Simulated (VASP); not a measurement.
# MgO (sol) (Fm-3m) in VASP: notebook

Runs on MgO (sol). Level: PBEsol. Tasks: single point, relaxation of cell and atoms.

Everything below comes from runs of VASP 6.6.1. Logs are shortened: lines on timing, memory, paths and dates and some standing lists are left out, and cuts for length are marked.

**1. The cell of the first run**

The structure is cubic, space group Fm-3m (No. 225). The conventional cell has a = 4.212 Å, b = 4.212 Å, c = 4.212 Å, α = 90.00°, β = 90.00°, γ = 90.00°. Mg (site symmetry m-3m) has 6 O at 2.11 Å within 2.8 Å. Within 2.8 Å of O (site symmetry m-3m) lie 6 Mg at 2.11 Å.

**2. Single point, PBEsol**

Input file INCAR:

```
SYSTEM = MgO
PREC = Accurate
ENCUT = 600
EDIFF = 1E-6
ISMEAR = 0
SIGMA = 0.1
LREAL = .False.
LASPH = .True.
NELM = 120
ALGO = Normal
ISIF = 2
LWAVE = .False.
LCHARG = .True.
GGA = PS
LELF = .True.
LVHAR = .True.
NBANDS = 11
GGA_COMPAT = .False.
```

Input file KPOINTS:

```
regular mesh
0
Gamma
  8 8 8
  0 0 0
```

Input file POSCAR:

```
MgO
1.0
    0.0000000000      2.1060000000      2.1060000000
    2.1060000000      0.0000000000      2.1060000000
    2.1060000000      2.1060000000      0.0000000000
Mg O
1 1
Direct
    0.0000000000      0.0000000000      0.0000000000
    0.5000000000      0.5000000000      0.5000000000
```

Potentials or basis: VASP PAW PBE potentials, release 64 (Mg, O).

On the command line:

```console
> cat potpaw_PBE.64/Mg/POTCAR potpaw_PBE.64/O/POTCAR > POTCAR
> mpirun -np 1 vasp_std > vasp.out
```

OUTCAR:

```text
SYSTEM = MgO
   PREC = Accurate
   ENCUT = 600
   EDIFF = 1E-6
   ISMEAR = 0
   LREAL = .False.
   LASPH = .True.
   NELM = 120
   ISIF = 2
   GGA = PS

 ion  position               nearest neighbor table
   1  0.000  0.000  0.000-   2 2.11   2 2.11   2 2.11   2 2.11   2 2.11   2 2.11
   2  0.500  0.500  0.500-   1 2.11   1 2.11   1 2.11   1 2.11   1 2.11   1 2.11

  LATTYP: Found a face centered cubic cell.
 ALAT       =     4.2120000000

  Lattice vectors:

 A1 = (   0.0000000000,   2.1060000000,   2.1060000000)
 A2 = (   2.1060000000,   0.0000000000,   2.1060000000)
 A3 = (   2.1060000000,   2.1060000000,   0.0000000000)

Analysis of symmetry for initial positions (statically):
=====================================================================
 Subroutine PRICEL returns:
 Original cell was already a primitive cell.

 Routine SETGRP: Setting up the symmetry group for a
 face centered cubic supercell.

 Subroutine GETGRP returns: Found 48 space group operations
 (whereof 48 operations were pure point group operations)
 out of a pool of 48 trial point group operations.

The static configuration has the point symmetry O_h .

Analysis of symmetry for dynamics (positions and initial velocities):
=====================================================================
 Subroutine PRICEL returns:
 Original cell was already a primitive cell.

 Routine SETGRP: Setting up the symmetry group for a
 face centered cubic supercell.

 Subroutine GETGRP returns: Found 48 space group operations
 (whereof 48 operations were pure point group operations)
 out of a pool of 48 trial point group operations.

The dynamic configuration has the point symmetry O_h .

 Subroutine INISYM returns: Found 48 space group operations
 (whereof 48 operations are pure point group operations),
 and found     1 'primitive' translations

----------------------------------------------------------------------------------------

                                     Primitive cell

  volume of cell :      18.6812

  direct lattice vectors                    reciprocal lattice vectors
     0.000000000  2.106000000  2.106000000    -0.237416904  0.237416904  0.237416904
     2.106000000  0.000000000  2.106000000     0.237416904 -0.237416904  0.237416904
     2.106000000  2.106000000  0.000000000     0.237416904  0.237416904 -0.237416904

  length of vectors
     2.978333762  2.978333762  2.978333762     0.411218140  0.411218140  0.411218140

  position of ions in fractional coordinates (direct lattice)
     0.000000000  0.000000000  0.000000000
     0.500000000  0.500000000  0.500000000

  ion indices of the primitive-cell ions
   primitive index   ion index
                 1           1
                 2           2

----------------------------------------------------------------------------------------

 KPOINTS: regular mesh

Automatic generation of k-mesh.
 Grid dimensions read from file:
 generate k-points for:    8    8    8

 Generating k-lattice:

  Cartesian coordinates                     Fractional coordinates (reciprocal lattice)
    -0.029677113  0.029677113  0.029677113     0.125000000  0.000000000  0.000000000
     0.029677113 -0.029677113  0.029677113     0.000000000  0.125000000  0.000000000
     0.029677113  0.029677113 -0.029677113     0.000000000  0.000000000  0.125000000

  Length of vectors
     0.051402268  0.051402268  0.051402268

  Shift w.r.t. Gamma in fractional coordinates (k-lattice)
     0.000000000  0.000000000  0.000000000

 Subroutine IBZKPT returns following result:
 ===========================================

 Found     29 irreducible k-points:

 Following reciprocal coordinates:
            Coordinates               Weight
  0.000000  0.000000  0.000000      1.000000
  0.125000  0.000000  0.000000      8.000000
  0.250000  0.000000  0.000000      8.000000
  0.375000  0.000000  0.000000      8.000000
  0.500000  0.000000  0.000000      4.000000
  0.125000  0.125000  0.000000      6.000000
[... 16 lines left out ...]
  0.500000  0.250000  0.125000     48.000000
 -0.375000  0.250000  0.125000     24.000000
 [... further k-points ...]
   k-points           NKPTS =     29   k-points in BZ     NKDIM =     29   number of bands    NBANDS=     11
   number of dos      NEDOS =    301   number of ions     NIONS =      2
   total plane-waves  NPLWV =  13824
   dimension x,y,z NGX =    24 NGY =   24 NGZ =   24
   dimension x,y,z NGXF=    48 NGYF=   48 NGZF=   48
   ions per type =               1   1
   NGX,Y,Z   is equivalent  to a cutoff of  13.40, 13.40, 13.40 a.u.
   NGXF,Y,Z  is equivalent  to a cutoff of  26.79, 26.79, 26.79 a.u.
 SYSTEM =  MgO
   PREC   = accura    normal or accurate (medium, high low for compatibility)
   ISTART =      0    job   : 0-new  1-cont  2-samecut
   ICHARG =      2    charge: 1-file 2-atom 10-const
   ISPIN  =      1    spin polarized calculation?
   LNONCOLLINEAR =      F non collinear calculations
   LSORBIT =      F    spin-orbit coupling
   LASPH  =      T    aspherical Exc in radial PAW
   ENCUT  =  600.0 eV  44.10 Ry    6.64 a.u.   5.95  5.95  5.95*2*pi/ulx,y,z
   NELM   =    120;   NELMIN=  2; NELMDL= -5     # of ELM steps
   EDIFF  = 0.1E-05   stopping-criterion for ELM
   LREAL  =      F    real-space projection
   EDIFFG = 0.1E-04   stopping-criterion for IOM
   NSW    =      0    number of steps for IOM
   IBRION =     -1    ionic relax: 0-MD 1-quasi-New 2-CG
   NFREE  =      0    steps in history (QN), initial steepest desc. (CG)
   ISIF   =      2    stress and relaxation
   ISYM   =      2    0-nonsym 1-usesym 2-fastsym
   POTIM  = 0.5000    time-step for ionic-motion
   TEBEG  =    0.0;   TEEND  =   0.0 temperature during run
   PSTRESS=    0.0 pullay stress
   NELECT =       8.0000    total number of electrons
   NUPDOWN=      -1.0000    fix difference up-down
   EMIN   =  10.00;   EMAX   =-10.00  energy-range for DOS
   EFERMI =   0.00;   METHOD = LEGACY
   ISMEAR =     0;   SIGMA  =   0.10  broadening in eV -4-tet -1-fermi 0-gaus
   EFERMI_NEDOS =   21; number of points for ismear=-14 and -15
   IALGO  =     38    algorithm
   IMIX   =      4    mixing-type and parameters
     AMIX     =   0.40;   BMIX     =  1.00
     AMIX_MAG =   1.60;   BMIX_MAG =  1.00
  volume/ion in A,a.u.               =       9.34        63.03
  Fermi-wavevector in a.u.,A,eV,Ry     =   1.233966  2.331857 20.717205  1.522672
  Thomas-Fermi vector in A             =   2.368675
   LORBIT       =      0    0 simple, 1 ext, 2 COOP (PROOUT), +10 PAW based schemes
   GGA     = PS    functional components
   LHFCALC =     F    Hartree Fock is set to
   AEXX    =    0.0000 exact exchange contribution
   IVDW    =     0    specifies the selected vdW correction
   LEPSILON=     F    determine dielectric tensor
   LRPA    =     F    only Hartree local field effects (RPA)
 non-spin polarized calculation
 Gauss-broadening in eV      SIGMA  =   0.10
  energy-cutoff  :      600.00
  volume of cell :       18.68
 maximum number of plane-waves:       636
   NGX = 11   NGY = 11   NGZ = 11

 number of electron       8.0000005 magnetization

 Free energy of the ion-electron system (eV)
  ---------------------------------------------------
  ext. energy  EPLUGINS =         0.00000000
  ---------------------------------------------------
  free energy    TOTEN  =       -12.51544268 eV

  energy without entropy =      -12.51544268  energy(sigma->0) =      -12.51544268

 E-fermi :   3.5697     XC(G=0): -11.3102

 val. band max:        3.0658658731   @ k =   0.0000   0.0000   0.0000
 cond. band min:       7.7018577615   @ k =   0.0000   0.0000   0.0000
 fundamental gap:      4.6359918884
 Fermi energy:         3.5697382443

 k-point     1 :       0.0000    0.0000    0.0000
  band No.  band energies     occupation
      1     -14.1394      2.00000
      2       3.0659      2.00000
      3       3.0659      2.00000
      4       3.0659      2.00000
      5       7.7019      0.00000
      6      18.7002      0.00000
      7      18.7002      0.00000
      8      18.7002      0.00000
      9      22.5424      0.00000
     10      24.4265      0.00000
     11      24.4265      0.00000

 k-point     2 :       0.1250    0.0000    0.0000
  band No.  band energies     occupation
      1     -13.9732      2.00000
      2       2.0956      2.00000
      3       2.9610      2.00000
      4       2.9610      2.00000
      5       8.6225      0.00000
      6      17.0083      0.00000
      7      19.0616      0.00000
      8      19.0616      0.00000
      9      23.4626      0.00000
     10      23.4626      0.00000
     11      24.7424      0.00000

 k-point     3 :       0.2500    0.0000    0.0000
  band No.  band energies     occupation
      1     -13.5402      2.00000
      2       0.3699      2.00000
      3       2.7197      2.00000
      4       2.7197      2.00000
      5      10.0557      0.00000
      6      15.4801      0.00000
      7      19.5692      0.00000
      8      19.5692      0.00000
      9      23.0625      0.00000
     10      23.0625      0.00000
     11      24.9299      0.00000

 k-point     4 :       0.3750    0.0000    0.0000
  band No.  band energies     occupation
      1     -13.0504      2.00000
      2      -1.0563      2.00000
      3       2.4930      2.00000
      4       2.4930      2.00000
      5      10.7326      0.00000
      6      15.3241      0.00000
      7      19.4103      0.00000
      8      19.4103      0.00000
      9      24.1463      0.00000
     10      24.3586      0.00000
     11      24.3586      0.00000
[... 239 lines left out ...]
 k-point    22 :       0.3750    0.2500    0.1250
  band No.  band energies     occupation
      1     -13.2295      2.00000
      2       0.0088      2.00000
      3       1.8941      2.00000
      4       2.4414      2.00000
      5      11.4685      0.00000
      6      14.3756      0.00000
      7      18.0302      0.00000
      8      20.4799      0.00000
      9      21.0245      0.00000
     10      25.3650      0.00000
     11      28.7504      0.00000

 k-point    23 :       0.5000    0.2500    0.1250
  band No.  band energies     occupation
      1     -12.8433      2.00000
      2      -0.6927      2.00000
      3       1.3086      2.00000
      4       2.1855      2.00000
      5      12.4407      0.00000
      6      14.5757      0.00000
      7      16.8771      0.00000
      8      20.0828      0.00000
      9      22.5992      0.00000
     10      25.3244      0.00000
     11      28.9560      0.00000

 k-point    24 :      -0.3750    0.2500    0.1250
  band No.  band energies     occupation
      1     -12.6711      2.00000
      2      -0.9920      2.00000
      3       1.0978      2.00000
      4       2.0647      2.00000
      5      12.5978      0.00000
      6      15.1458      0.00000
      7      16.4466      0.00000
      8      19.8381      0.00000
      9      23.4436      0.00000
     10      24.9928      0.00000
     11      29.0896      0.00000

 [... further k-points ...]
[... 5 lines left out ...]
  --------------------------------------------------------------------------------------
  -------------------------------------------------------------------------------------
  Total       -0.0563076     -0.0563076     -0.0563076      0.0000000      0.0000000     -0.0000000
  in kB       -4.8291678     -4.8291678     -4.8291678      0.0000000      0.0000000     -0.0000000
  external PRESSURE =      -4.8291678 kB  Pullay stress =       0.0000000 kB

 VOLUME and BASIS-vectors are now :
 -----------------------------------------------------------------------------
  energy-cutoff  :      600.00
  volume of cell :       18.68
      direct lattice vectors                 reciprocal lattice vectors
     0.000000000  2.106000000  2.106000000    -0.237416904  0.237416904  0.237416904
     2.106000000  0.000000000  2.106000000     0.237416904 -0.237416904  0.237416904
     2.106000000  2.106000000  0.000000000     0.237416904  0.237416904 -0.237416904

 POSITION                                       TOTAL-FORCE (eV/Angst)
 -----------------------------------------------------------------------------------
      0.00000      0.00000      0.00000        -0.000000     -0.000000     -0.000000
      2.10600      2.10600      2.10600         0.000000      0.000000      0.000000
 -----------------------------------------------------------------------------------
    total drift:                               -0.000000     -0.000000      0.000000

  FREE ENERGIE OF THE ION-ELECTRON SYSTEM (eV)
  ---------------------------------------------------
  free  energy   TOTEN  =       -12.5154426846 eV

  energy  without entropy=      -12.5154426846  energy(sigma->0) =      -12.51544268
```

Wall time 5.3 s (1 thread of AMD EPYC 9R45 (Zen 5), shared host); peak memory 0.11 GiB.

Results:

```
Free energy            : -12.5154 eV
Pressure               : -0.5 GPa
Band gap on the k mesh : 4.64 eV, direct
```

Caveat: the PAW data sets were made with another functional, which shifts forces and pressure a little.

(Part 1 of 2 ends here.)
